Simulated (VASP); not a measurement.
# Al2Cu (P4/mmm) in VASP: a series of runs, part 3 of 3

VASP 6.6.1.

### 5 Single point, r2SCAN

POSCAR

```
Al2Cu
1.0
    4.1051820000      0.0000000000      0.0000000000
    0.0000000000      4.1051820000      0.0000000000
    0.0000000000      0.0000000000      2.8913130000
Al Cu
2 1
Direct
    0.5000000000      0.0000000000      0.5000000000
    0.0000000000      0.5000000000      0.5000000000
    0.0000000000      0.0000000000      0.0000000000
```

INCAR.step1

```
SYSTEM = Al2Cu
ALGO = Normal
EDIFF = 1E-4
ENCUT = 520
GGA = PE
ISMEAR = 0
LASPH = .TRUE.
LCHARG = .FALSE.
LREAL = .FALSE.
LWAVE = .TRUE.
NBANDS = 16
NELM = 100
PREC = Accurate
SIGMA = 0.1
```

INCAR.step2

```
SYSTEM = Al2Cu
ALGO = Normal
EDIFF = 1E-7
ENCUT = 520
ISIF = 2
ISMEAR = 0
ISTART = 1
LASPH = .TRUE.
LCHARG = .FALSE.
LMIXTAU = .TRUE.
LREAL = .FALSE.
LWAVE = .FALSE.
METAGGA = R2SCAN
NBANDS = 16
NELM = 100
PREC = Accurate
SIGMA = 0.1
```

KPOINTS

```
k-points
0
G
  6 6 10
  0 0 0
```

Potentials or basis: VASP PAW PBE potentials, release 64 (Al, Cu).

Launch:

```bash
$ cat potpaw_PBE.64/Al/POTCAR potpaw_PBE.64/Cu/POTCAR > POTCAR
$ cp INCAR.step1 INCAR
$ mpirun -np 1 vasp_std > vasp.out
$ cp INCAR.step2 INCAR
$ mpirun -np 1 vasp_std > vasp.out
```

OUTCAR:

```text
SYSTEM = Al2Cu
   EDIFF = 1E-7
   ENCUT = 520
   ISIF = 2
   ISMEAR = 0
   ISTART = 1
   LASPH = .TRUE.
   LREAL = .FALSE.
   METAGGA = R2SCAN
   NELM = 100
   PREC = Accurate

 ion  position               nearest neighbor table
   1  0.500  0.000  0.500-   3 2.51   3 2.51   3 2.51   3 2.51   2 2.90   2 2.90   2 2.90   2 2.90

   2  0.000  0.500  0.500-   3 2.51   3 2.51   3 2.51   3 2.51   1 2.90   1 2.90   1 2.90   1 2.90

   3  0.000  0.000  0.000-   1 2.51   2 2.51   1 2.51   2 2.51   2 2.51   2 2.51   1 2.51   1 2.51

  LATTYP: Found a simple tetragonal cell.
 ALAT       =     4.1051820000
 C/A-ratio  =     0.7043081159

  Lattice vectors:

 A1 = (   4.1051820000,   0.0000000000,   0.0000000000)
 A2 = (   0.0000000000,   4.1051820000,   0.0000000000)
 A3 = (   0.0000000000,   0.0000000000,   2.8913130000)

Analysis of symmetry for initial positions (statically):
=====================================================================
 Subroutine PRICEL returns:
 Original cell was already a primitive cell.

 Routine SETGRP: Setting up the symmetry group for a
 simple tetragonal supercell.

 Subroutine GETGRP returns: Found 16 space group operations
 (whereof 16 operations were pure point group operations)
 out of a pool of 16 trial point group operations.

The static configuration has the point symmetry D_4h.

Analysis of symmetry for dynamics (positions and initial velocities):
=====================================================================
 Subroutine PRICEL returns:
 Original cell was already a primitive cell.

 Routine SETGRP: Setting up the symmetry group for a
 simple tetragonal supercell.

 Subroutine GETGRP returns: Found 16 space group operations
 (whereof 16 operations were pure point group operations)
 out of a pool of 16 trial point group operations.

The dynamic configuration has the point symmetry D_4h.

 Subroutine INISYM returns: Found 16 space group operations
 (whereof 16 operations are pure point group operations),
 and found     1 'primitive' translations

----------------------------------------------------------------------------------------

                                     Primitive cell

  volume of cell :      48.7259

  direct lattice vectors                    reciprocal lattice vectors
     4.105182000  0.000000000  0.000000000     0.243594559  0.000000000  0.000000000
     0.000000000  4.105182000  0.000000000     0.000000000  0.243594559  0.000000000
     0.000000000  0.000000000  2.891313000     0.000000000  0.000000000  0.345863627

  length of vectors
     4.105182000  4.105182000  2.891313000     0.243594559  0.243594559  0.345863627

  position of ions in fractional coordinates (direct lattice)
     0.500000000  0.000000000  0.500000000
     0.000000000  0.500000000  0.500000000
     0.000000000  0.000000000  0.000000000

  ion indices of the primitive-cell ions
   primitive index   ion index
                 1           1
                 2           2
                 3           3

----------------------------------------------------------------------------------------

 KPOINTS: k-points

Automatic generation of k-mesh.
 Grid dimensions read from file:
 generate k-points for:    6    6   10

 Generating k-lattice:

  Cartesian coordinates                     Fractional coordinates (reciprocal lattice)
     0.040599093  0.000000000  0.000000000     0.166666667  0.000000000  0.000000000
     0.000000000  0.040599093  0.000000000     0.000000000  0.166666667  0.000000000
     0.000000000  0.000000000  0.034586363     0.000000000  0.000000000  0.100000000

  Length of vectors
     0.040599093  0.040599093  0.034586363

  Shift w.r.t. Gamma in fractional coordinates (k-lattice)
     0.000000000  0.000000000  0.000000000

 Subroutine IBZKPT returns following result:
 ===========================================

 Found     60 irreducible k-points:

 Following reciprocal coordinates:
            Coordinates               Weight
  0.000000  0.000000  0.000000      1.000000
  0.166667  0.000000  0.000000      4.000000
  0.333333  0.000000  0.000000      4.000000
  0.500000  0.000000  0.000000      2.000000
  0.166667  0.166667  0.000000      4.000000
  0.333333  0.166667  0.000000      8.000000
[... 16 lines left out ...]
  0.333333  0.000000  0.200000      8.000000
  0.500000  0.000000  0.200000      4.000000
 [... further k-points ...]
   k-points           NKPTS =     60   k-points in BZ     NKDIM =     60   number of bands    NBANDS=     16
   number of dos      NEDOS =    301   number of ions     NIONS =      3
   total plane-waves  NPLWV =  24576
   dimension x,y,z NGX =    32 NGY =   32 NGZ =   24
   dimension x,y,z NGXF=    64 NGYF=   64 NGZF=   48
   ions per type =               2   1
   NGX,Y,Z   is equivalent  to a cutoff of  12.96, 12.96, 13.80 a.u.
   NGXF,Y,Z  is equivalent  to a cutoff of  25.92, 25.92, 27.60 a.u.
 SYSTEM =  Al2Cu
   PREC   = accura    normal or accurate (medium, high low for compatibility)
   ISTART =      1    job   : 0-new  1-cont  2-samecut
   ICHARG =      0    charge: 1-file 2-atom 10-const
   ISPIN  =      1    spin polarized calculation?
   LNONCOLLINEAR =      F non collinear calculations
   LSORBIT =      F    spin-orbit coupling
   LASPH  =      T    aspherical Exc in radial PAW
   ENCUT  =  520.0 eV  38.22 Ry    6.18 a.u.   7.63  7.63  5.38*2*pi/ulx,y,z
   NELM   =    100;   NELMIN=  2; NELMDL=  0     # of ELM steps
   EDIFF  = 0.1E-06   stopping-criterion for ELM
   LREAL  =      F    real-space projection
   EDIFFG = 0.1E-05   stopping-criterion for IOM
   NSW    =      0    number of steps for IOM
   IBRION =     -1    ionic relax: 0-MD 1-quasi-New 2-CG
   NFREE  =      0    steps in history (QN), initial steepest desc. (CG)
   ISIF   =      2    stress and relaxation
   ISYM   =      2    0-nonsym 1-usesym 2-fastsym
   POTIM  = 0.5000    time-step for ionic-motion
   TEBEG  =    0.0;   TEEND  =   0.0 temperature during run
   PSTRESS=    0.0 pullay stress
   NELECT =      17.0000    total number of electrons
   NUPDOWN=      -1.0000    fix difference up-down
   EMIN   =  10.00;   EMAX   =-10.00  energy-range for DOS
   EFERMI =   0.00;   METHOD = LEGACY
   ISMEAR =     0;   SIGMA  =   0.10  broadening in eV -4-tet -1-fermi 0-gaus
   EFERMI_NEDOS =   21; number of points for ismear=-14 and -15
   IALGO  =     38    algorithm
   IMIX   =      4    mixing-type and parameters
     AMIX     =   0.40;   BMIX     =  1.00
     AMIX_MAG =   1.60;   BMIX_MAG =  1.00
  volume/ion in A,a.u.               =      16.24       109.61
  Fermi-wavevector in a.u.,A,eV,Ry     =   1.152492  2.177894 18.071765  1.328237
  Thomas-Fermi vector in A             =   2.289142
   LORBIT       =      0    0 simple, 1 ext, 2 COOP (PROOUT), +10 PAW based schemes
   METAGGA = R2SCAN    functional components
   LHFCALC =     F    Hartree Fock is set to
   AEXX    =    0.0000 exact exchange contribution
   IVDW    =     0    specifies the selected vdW correction
   LEPSILON=     F    determine dielectric tensor
   LRPA    =     F    only Hartree local field effects (RPA)
 non-spin polarized calculation
 Gauss-broadening in eV      SIGMA  =   0.10
  energy-cutoff  :      520.00
  volume of cell :       48.73
 maximum number of plane-waves:      1339
 NGX is ok and might be reduce to    32
   NGX = 15   NGY = 15   NGZ = 11

 number of electron      16.9999979 magnetization

 Free energy of the ion-electron system (eV)
  ---------------------------------------------------
  ext. energy  EPLUGINS =         0.00000000
  ---------------------------------------------------
  free energy    TOTEN  =       -24.40812092 eV

  energy without entropy =      -24.40439954  energy(sigma->0) =      -24.40626023

 E-fermi :   7.0059     XC(G=0): -11.1153

 val. band max:        7.0042069074   @ k =   0.5000   0.1667   0.2000
 cond. band min:       7.0120387209   @ k =   0.1667   0.0000   0.3000
 fundamental gap:      0.0078318135
 Fermi energy:         7.0058979582

 k-point     1 :       0.0000    0.0000    0.0000
  band No.  band energies     occupation
      1      -4.0031      2.00000
      2       1.5041      2.00000
      3       2.0258      2.00000
      4       2.6677      2.00000
      5       2.9120      2.00000
      6       2.9120      2.00000
[... 8 lines left out ...]
     15      14.4924      0.00000
     16      20.4624      0.00000
[... 419 lines left out ...]
 k-point    24 :       0.5000    0.0000    0.2000
  band No.  band energies     occupation
      1      -1.5829      2.00000
      2      -0.3704      2.00000
      3       2.1637      2.00000
      4       2.4862      2.00000
      5       2.5568      2.00000
      6       2.7027      2.00000
[... 8 lines left out ...]
     15      17.7447      0.00000
     16      18.3758      0.00000

 [... further k-points ...]
[... 5 lines left out ...]
  --------------------------------------------------------------------------------------
  -------------------------------------------------------------------------------------
  Total       -0.8166247     -0.8166247     -0.3257173      0.0000000      0.0000000      0.0000000
  in kB      -26.8517846    -26.8517846    -10.7100504      0.0000000      0.0000000      0.0000000
  external PRESSURE =     -21.4712065 kB  Pullay stress =       0.0000000 kB

 VOLUME and BASIS-vectors are now :
 -----------------------------------------------------------------------------
  energy-cutoff  :      520.00
  volume of cell :       48.73
      direct lattice vectors                 reciprocal lattice vectors
     4.105182000  0.000000000  0.000000000     0.243594559  0.000000000  0.000000000
     0.000000000  4.105182000  0.000000000     0.000000000  0.243594559  0.000000000
     0.000000000  0.000000000  2.891313000     0.000000000  0.000000000  0.345863627

 POSITION                                       TOTAL-FORCE (eV/Angst)
 -----------------------------------------------------------------------------------
      2.05259      0.00000      1.44566         0.000000      0.000000      0.000000
      0.00000      2.05259      1.44566         0.000000      0.000000      0.000000
      0.00000      0.00000      0.00000         0.000000      0.000000      0.000000
 -----------------------------------------------------------------------------------
    total drift:                               -0.000000     -0.000000      0.000000

  FREE ENERGIE OF THE ION-ELECTRON SYSTEM (eV)
  ---------------------------------------------------
  free  energy   TOTEN  =       -24.4081209193 eV

  energy  without entropy=      -24.4043995360  energy(sigma->0) =      -24.40626023
```

It took 98 s on 1 thread of Intel Xeon Platinum 8488C (Sapphire Rapids), shared host; peak memory 0.19 GiB.

Results:

| Property | Result |
| --- | --- |
| Free energy | -24.4081 eV |
| Pressure | -2.1 GPa |

Stress tensor (GPa, compression positive):
```
-2.69  0.00  0.00
 0.00 -2.69  0.00
 0.00  0.00 -1.07
```

Levels at points of the mesh, in eV from the Fermi level:
| k point | band 6 | band 7 | band 8 | band 9 | band 10 | band 11 | band 12 | band 13 |
| --- | --- | --- | --- | --- | --- | --- | --- | --- |
| (0.00, 0.00, 0.00) | -4.09 | -2.48 | -2.48 | 0.14 | 1.13 | 6.46 | 6.73 | 6.73 |
| (0.50, 0.00, 0.00) | -4.13 | -4.09 | -1.09 | 1.72 | 2.04 | 2.23 | 7.92 | 9.00 |
| (0.50, 0.50, 0.00) | -4.28 | -4.12 | -4.12 | -2.46 | 9.03 | 9.03 | 9.88 | 10.60 |
| (0.00, 0.00, 0.50) | -4.15 | -3.05 | 2.72 | 2.73 | 2.73 | 2.93 | 2.93 | 3.37 |
| (0.50, 0.00, 0.50) | -4.19 | -3.16 | -2.51 | -1.68 | 3.97 | 4.24 | 4.63 | 5.60 |
| (0.50, 0.50, 0.50) | -3.62 | -2.36 | -2.36 | -0.92 | -0.79 | 0.14 | 0.14 | 2.79 |

Caveat: the PAW data sets were made with another functional, which shifts forces and pressure a little.

### 6 Single point, r2SCAN

POSCAR is that of step 5.

INCAR.step1

```
  ALGO = Normal
  EDIFF = 1E-4
  ENCUT = 520
  GGA = PE
  ISMEAR = 0
  LASPH = True
  LCHARG = False
  LREAL = False
  LWAVE = True
  NBANDS = 16
  NELM = 60
  PREC = Accurate
  SIGMA = 0.1
```

INCAR.step2

```
  ALGO = Normal
  EDIFF = 1E-6
  ENCUT = 520
  ISIF = 2
  ISMEAR = 0
  ISTART = 1
  LASPH = True
  LCHARG = False
  LMIXTAU = True
  LREAL = False
  LWAVE = False
  METAGGA = R2SCAN
  NBANDS = 16
  NELM = 60
  PREC = Accurate
  SIGMA = 0.1
```

KPOINTS

```
Automatic mesh
0
Gamma
  6 6 10
  0.5 0.5 0.5
```

Potentials or basis: VASP PAW PBE potentials, release 64 (Al, Cu).

Launch:

```bash
$ cat potpaw_PBE.64/Al/POTCAR potpaw_PBE.64/Cu/POTCAR > POTCAR
$ cp INCAR.step1 INCAR
$ mpirun -np 1 vasp_std > vasp.out
$ cp INCAR.step2 INCAR
$ mpirun -np 1 vasp_std > vasp.out
```

It took 48 s on 1 thread of Intel Xeon Platinum 8488C (Sapphire Rapids), shared host; peak memory 0.18 GiB.

The run converged. Its results:

- Free energy: -24.4261 eV
- Pressure: -2.3 GPa

Stress tensor (GPa, compression positive):
```
-1.39  0.00  0.00
 0.00 -1.39  0.00
 0.00  0.00 -4.21
```

Levels at points of the mesh, in eV from the Fermi level:
| k point | band 6 | band 7 | band 8 | band 9 | band 10 | band 11 | band 12 | band 13 |
| --- | --- | --- | --- | --- | --- | --- | --- | --- |
| (0.08, 0.08, 0.05) | -4.33 | -2.98 | -2.92 | 0.66 | 1.61 | 4.52 | 5.51 | 6.71 |

Caveat: the PAW data sets were made with another functional, which shifts forces and pressure a little.

### 7 The runs side by side

```csv
k mesh,smearing,gap on the mesh (eV),pressure (GPa)
5 × 5 × 7,gaussian 0.4 eV,none,-2.2
6 × 6 × 6,gaussian 0.1 eV,none,-2.3
6 × 6 × 8,gaussian 0.1 eV,none,-2.1
6 × 6 × 10,gaussian 0.1 eV,none,-2.1
"6 × 6 × 10, shifted",gaussian 0.1 eV,none,-2.3
```

Alike in all rows: task single point; level r2SCAN; potentials or basis VASP PAW PBE potentials, release 64 (Al, Cu); no spin polarisation; cell as given; cutoff (eV) 520.

Caveats: some runs use coarse meshes; the PAW data sets were made with another functional, which shifts forces and pressure a little.

Total energies depend on the potentials used, so only differences within one code and one set of settings carry meaning.
